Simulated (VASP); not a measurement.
# Ge5H3 in VASP: single point with LDA

Aim: the single point of Ge5H3 with LDA.

Program: VASP 6.6.1. These are calculated values, not measurements. Logs are shortened: lines on timing, memory, paths and dates and some standing lists are left out, and cuts for length are marked.

### Step 1. The cell of the first run

The cell holds a slab with vacuum, 8 atoms: a = 3.975 Å, b = 3.975 Å, c = 25.534 Å, α = 90.00°, β = 90.00°, γ = 90.00°.

### Step 2. Single point, LDA

File INCAR:

```
  ALGO = Normal
  DIPOL = 0.5 0.5 0.458
  EDIFF = 1E-6
  ENCUT = 520
  IDIPOL = 3
  ISIF = 2
  ISMEAR = 0
  LASPH = T
  LCHARG = T
  LDIPOL = T
  LELF = T
  LREAL = F
  LVACPOTAV = T
  LVHAR = T
  LWAVE = F
  NBANDS = 46
  NELM = 100
  PREC = Accurate
  SIGMA = 0.1
```

File KPOINTS:

```
k-points
0
Gamma
  7 7 1
```

File POSCAR:

```
Ge5H3
1.0
    3.9752274049      0.0000000000      0.0000000000
    0.0000000000      3.9752274049      0.0000000000
    0.0000000000      0.0000000000     25.5341125095
H Ge
3 5
Direct
    0.5000000000      0.8245273461      0.3328880139
    0.5000000000      0.1754726539      0.3328880139
    0.5000000000      0.0000000000      0.5977011385
    0.5000000000      0.5000000000      0.3686163753
    0.0000000000      0.5000000000      0.4236586301
    0.0000000000      0.0000000000      0.4781416885
    0.5000000000      0.0000000000      0.5316501519
    0.5000000000      0.5000000000      0.5974593245
```

Potentials or basis: VASP PAW LDA potentials, release 64 (H, Ge_d).

The run is started by

```bash
$ cat potpaw_LDA.64/H/POTCAR potpaw_LDA.64/Ge_d/POTCAR > POTCAR
$ mpirun -np 1 vasp_std > vasp.out
```

OUTCAR:

```text
EDIFF = 1E-6
   ENCUT = 520
   ISIF = 2
   ISMEAR = 0
   LASPH = T
   LREAL = F
   NELM = 100
   PREC = Accurate

 ion  position               nearest neighbor table
   1  0.500  0.825  0.333-   4 1.58
   2  0.500  0.175  0.333-   4 1.58
   3  0.500  0.000  0.598-   7 1.69
   4  0.500  0.500  0.369-   1 1.58   2 1.58   5 2.43   5 2.43
   5  0.000  0.500  0.424-   6 2.43   6 2.43   4 2.43   4 2.43
   6  0.000  0.000  0.478-   7 2.41   7 2.41   5 2.43   5 2.43
   7  0.500  0.000  0.532-   3 1.69   6 2.41   6 2.41   8 2.60   8 2.60
   8  0.500  0.500  0.597-   7 2.60   7 2.60

  LATTYP: Found a simple tetragonal cell.
 ALAT       =     3.9752274049
 C/A-ratio  =     6.4233086334

  Lattice vectors:

 A1 = (   3.9752274049,   0.0000000000,   0.0000000000)
 A2 = (   0.0000000000,   3.9752274049,   0.0000000000)
 A3 = (   0.0000000000,   0.0000000000,  25.5341125095)

Analysis of symmetry for initial positions (statically):
=====================================================================
 Subroutine PRICEL returns:
 Original cell was already a primitive cell.

 Routine SETGRP: Setting up the symmetry group for a
 simple tetragonal supercell.

 Subroutine GETGRP returns: Found  4 space group operations
 (whereof  4 operations were pure point group operations)
 out of a pool of 16 trial point group operations.

The static configuration has the point symmetry C_2v.

Analysis of symmetry for dynamics (positions and initial velocities):
=====================================================================
 Subroutine PRICEL returns:
 Original cell was already a primitive cell.

 Routine SETGRP: Setting up the symmetry group for a
 simple tetragonal supercell.

 Subroutine GETGRP returns: Found  4 space group operations
 (whereof  4 operations were pure point group operations)
 out of a pool of 16 trial point group operations.

The dynamic configuration has the point symmetry C_2v.

 Subroutine INISYM returns: Found  4 space group operations
 (whereof  4 operations are pure point group operations),
 and found     1 'primitive' translations

----------------------------------------------------------------------------------------

                                     Primitive cell

  volume of cell :     403.5011

  direct lattice vectors                    reciprocal lattice vectors
     3.975227405  0.000000000  0.000000000     0.251557936  0.000000000  0.000000000
     0.000000000  3.975227405  0.000000000     0.000000000  0.251557936  0.000000000
     0.000000000  0.000000000 25.534112510     0.000000000  0.000000000  0.039163296

  length of vectors
     3.975227405  3.975227405 25.534112510     0.251557936  0.251557936  0.039163296

  position of ions in fractional coordinates (direct lattice)
     0.500000000  0.824527346  0.332888014
     0.500000000  0.175472654  0.332888014
     0.500000000  0.000000000  0.597701138
     0.500000000  0.500000000  0.368616375
     0.000000000  0.500000000  0.423658630
     0.000000000  0.000000000  0.478141689
     0.500000000  0.000000000  0.531650152
     0.500000000  0.500000000  0.597459325

  ion indices of the primitive-cell ions
   primitive index   ion index
                 1           1
                 2           2
                 3           3
                 4           4
                 5           5
                 6           6
                 7           7
                 8           8

----------------------------------------------------------------------------------------

 KPOINTS: k-points

Automatic generation of k-mesh.
 Grid dimensions read from file:
 generate k-points for:    7    7    1

 Generating k-lattice:

  Cartesian coordinates                     Fractional coordinates (reciprocal lattice)
     0.035936848  0.000000000  0.000000000     0.142857143  0.000000000  0.000000000
     0.000000000  0.035936848  0.000000000     0.000000000  0.142857143  0.000000000
     0.000000000  0.000000000  0.039163296     0.000000000  0.000000000  1.000000000

  Length of vectors
     0.035936848  0.035936848  0.039163296

  Shift w.r.t. Gamma in fractional coordinates (k-lattice)
     0.000000000  0.000000000  0.000000000

 Subroutine IBZKPT returns following result:
 ===========================================

 Found     16 irreducible k-points:

 Following reciprocal coordinates:
            Coordinates               Weight
  0.000000  0.000000  0.000000      1.000000
  0.142857  0.000000  0.000000      2.000000
  0.000000  0.142857  0.000000      2.000000
  0.285714  0.000000  0.000000      2.000000
  0.000000  0.285714  0.000000      2.000000
  0.428571  0.000000  0.000000      2.000000
[... 8 lines left out ...]
 -0.285714  0.428571  0.000000      4.000000
  0.428571  0.428571  0.000000      4.000000
   k-points           NKPTS =     16   k-points in BZ     NKDIM =     16   number of bands    NBANDS=     46
   number of dos      NEDOS =    301   number of ions     NIONS =      8
   total plane-waves  NPLWV = 172800
   dimension x,y,z NGX =    30 NGY =   30 NGZ =  192
   dimension x,y,z NGXF=    60 NGYF=   60 NGZF=  384
   ions per type =               3   5
   NGX,Y,Z   is equivalent  to a cutoff of  12.55, 12.55, 12.50 a.u.
   NGXF,Y,Z  is equivalent  to a cutoff of  25.09, 25.09, 25.00 a.u.
 SYSTEM =  unknown system
   PREC   = accura    normal or accurate (medium, high low for compatibility)
   ISTART =      0    job   : 0-new  1-cont  2-samecut
   ICHARG =      2    charge: 1-file 2-atom 10-const
   ISPIN  =      1    spin polarized calculation?
   LNONCOLLINEAR =      F non collinear calculations
   LSORBIT =      F    spin-orbit coupling
   LASPH  =      T    aspherical Exc in radial PAW
   ENCUT  =  520.0 eV  38.22 Ry    6.18 a.u.   7.39  7.39 47.48*2*pi/ulx,y,z
   NELM   =    100;   NELMIN=  2; NELMDL= -5     # of ELM steps
   EDIFF  = 0.1E-05   stopping-criterion for ELM
   LREAL  =      F    real-space projection
   EDIFFG = 0.1E-04   stopping-criterion for IOM
   NSW    =      0    number of steps for IOM
   IBRION =     -1    ionic relax: 0-MD 1-quasi-New 2-CG
   NFREE  =      0    steps in history (QN), initial steepest desc. (CG)
   ISIF   =      2    stress and relaxation
   ISYM   =      2    0-nonsym 1-usesym 2-fastsym
   POTIM  = 0.5000    time-step for ionic-motion
   TEBEG  =    0.0;   TEEND  =   0.0 temperature during run
   PSTRESS=    0.0 pullay stress
   NELECT =      73.0000    total number of electrons
   NUPDOWN=      -1.0000    fix difference up-down
   EMIN   =  10.00;   EMAX   =-10.00  energy-range for DOS
   EFERMI =   0.00;   METHOD = LEGACY
   ISMEAR =     0;   SIGMA  =   0.10  broadening in eV -4-tet -1-fermi 0-gaus
   EFERMI_NEDOS =   21; number of points for ismear=-14 and -15
   IALGO  =     38    algorithm
   IMIX   =      4    mixing-type and parameters
     AMIX     =   0.40;   BMIX     =  1.00
     AMIX_MAG =   1.60;   BMIX_MAG =  1.00
  volume/ion in A,a.u.               =      50.44       340.37
  Fermi-wavevector in a.u.,A,eV,Ry     =   0.925907  1.749711 11.664335  0.857304
  Thomas-Fermi vector in A             =   2.051812
   LORBIT       =      0    0 simple, 1 ext, 2 COOP (PROOUT), +10 PAW based schemes
   GGA     = CA    functional components
   LHFCALC =     F    Hartree Fock is set to
   AEXX    =    0.0000 exact exchange contribution
   IVDW    =     0    specifies the selected vdW correction
   LEPSILON=     F    determine dielectric tensor
   LRPA    =     F    only Hartree local field effects (RPA)
 non-spin polarized calculation
 Gauss-broadening in eV      SIGMA  =   0.10
  energy-cutoff  :      520.00
  volume of cell :      403.50
 maximum number of plane-waves:     10939
 NGX is ok and might be reduce to    30
   NGX = 15   NGY = 15   NGZ = 95

 dipolmoment           0.000000      0.000000     -0.029846 electrons x Angstroem

 number of electron      72.9999999 magnetization

 dipolmoment           0.000000      0.000000      0.075966 electrons x Angstroem

 Free energy of the ion-electron system (eV)
  ---------------------------------------------------
  ext. energy  EPLUGINS =         0.00000000
  ---------------------------------------------------
  free energy    TOTEN  =       -33.06170255 eV

  energy without entropy =      -33.05537793  energy(sigma->0) =      -33.05854024

 E-fermi :  -1.9007     XC(G=0):  -3.7988

 val. band max:       -2.0765162165   @ k =   0.2857   0.0000   0.0000
 cond. band min:      -1.8473074659   @ k =   0.2857   0.2857   0.0000
 fundamental gap:      0.2292087506
 Fermi energy:        -1.9007372588

 k-point     1 :       0.0000    0.0000    0.0000
  band No.  band energies     occupation
      1     -26.9523      2.00000
      2     -26.8982      2.00000
      3     -26.8963      2.00000
      4     -26.8676      2.00000
      5     -26.8333      2.00000
      6     -26.7779      2.00000
[... 38 lines left out ...]
     45       2.4650      0.00000
     46       2.5827      0.00000

 k-point     2 :       0.1429    0.0000    0.0000
  band No.  band energies     occupation
      1     -26.9593      2.00000
      2     -26.8999      2.00000
      3     -26.8908      2.00000
      4     -26.8586      2.00000
      5     -26.8351      2.00000
      6     -26.7723      2.00000
[... 38 lines left out ...]
     45       2.4326      0.00000
     46       2.9219      0.00000

 k-point     3 :       0.0000    0.1429    0.0000
  band No.  band energies     occupation
      1     -26.9530      2.00000
      2     -26.9077      2.00000
      3     -26.8932      2.00000
      4     -26.8590      2.00000
      5     -26.8342      2.00000
      6     -26.7765      2.00000
[... 626 lines left out ...]
     45       4.0474      0.00000
     46       4.4018      0.00000

 k-point    16 :       0.4286    0.4286    0.0000
  band No.  band energies     occupation
      1     -26.9577      2.00000
      2     -26.9280      2.00000
      3     -26.8968      2.00000
      4     -26.8408      2.00000
      5     -26.8051      2.00000
      6     -26.7774      2.00000
[... 38 lines left out ...]
     45       3.7780      0.00000
     46       4.6972      0.00000

------------------------ aborting loop because EDIFF is reached ----------------------------------------

  FORCE on cell =-STRESS in cart. coord.  units (eV):
  Direction    XX          YY          ZZ          XY          YZ          ZX
  --------------------------------------------------------------------------------------
  -------------------------------------------------------------------------------------
  Total       -1.8350436      2.3773672     -0.6295917      0.0000000      0.0000000      0.0000000
  in kB       -7.2863872      9.4397854     -2.4999129      0.0000000      0.0000000      0.0000000
  external PRESSURE =      -0.1155049 kB  Pullay stress =       0.0000000 kB

 VOLUME and BASIS-vectors are now :
 -----------------------------------------------------------------------------
  energy-cutoff  :      520.00
  volume of cell :      403.50
      direct lattice vectors                 reciprocal lattice vectors
     3.975227405  0.000000000  0.000000000     0.251557936  0.000000000  0.000000000
     0.000000000  3.975227405  0.000000000     0.000000000  0.251557936  0.000000000
     0.000000000  0.000000000 25.534112510     0.000000000  0.000000000  0.039163296

 POSITION                                       TOTAL-FORCE (eV/Angst)
 -----------------------------------------------------------------------------------
      1.98761      3.27768      8.50000         0.000000     -0.478056      0.221808
      1.98761      0.69754      8.50000         0.000000      0.478056      0.221808
      1.98761      0.00000     15.26177         0.000000      0.000000      0.015287
      1.98761      1.98761      9.41229         0.000000      0.000000     -0.241728
      0.00000      1.98761     10.81775         0.000000      0.000000     -0.224898
      0.00000      0.00000     12.20892         0.000000      0.000000     -0.003118
      1.98761      0.00000     13.57521         0.000000      0.000000     -0.007250
      1.98761      1.98761     15.25559         0.000000      0.000000      0.018092
 -----------------------------------------------------------------------------------
    total drift:                                0.000000      0.000000     -0.000165

  FREE ENERGIE OF THE ION-ELECTRON SYSTEM (eV)
  ---------------------------------------------------
  free  energy   TOTEN  =       -33.0617025496 eV

  energy  without entropy=      -33.0553779297  energy(sigma->0) =      -33.05854024

 vacuum level on the upper side and lower side of the slab         3.221         2.351
```

Run time: 15 min. Hardware: 1 thread of AMD EPYC 7R13, shared host; peak memory 0.43 GiB.

What came out:

- Free energy: -33.0617 eV
- Largest force: 0.527 eV/Å
- Band gap on the k mesh: zero (an odd number of electrons rules out a gap without spin polarisation)

Forces on the atoms (eV/Å):
```
H    0.000 -0.478  0.222
H    0.000  0.478  0.222
H    0.000  0.000  0.015
Ge   0.000  0.000 -0.242
Ge   0.000  0.000 -0.225
Ge   0.000  0.000 -0.003
Ge   0.000  0.000 -0.007
Ge   0.000  0.000  0.018
```

Levels at points of the mesh, in eV from the Fermi level:
```tsv
k point	band 34	band 35	band 36	band 37	band 38	band 39
(0.00, 0.00, 0.00)	-1.78	-1.13	-0.72	-0.52	1.06	1.34
```
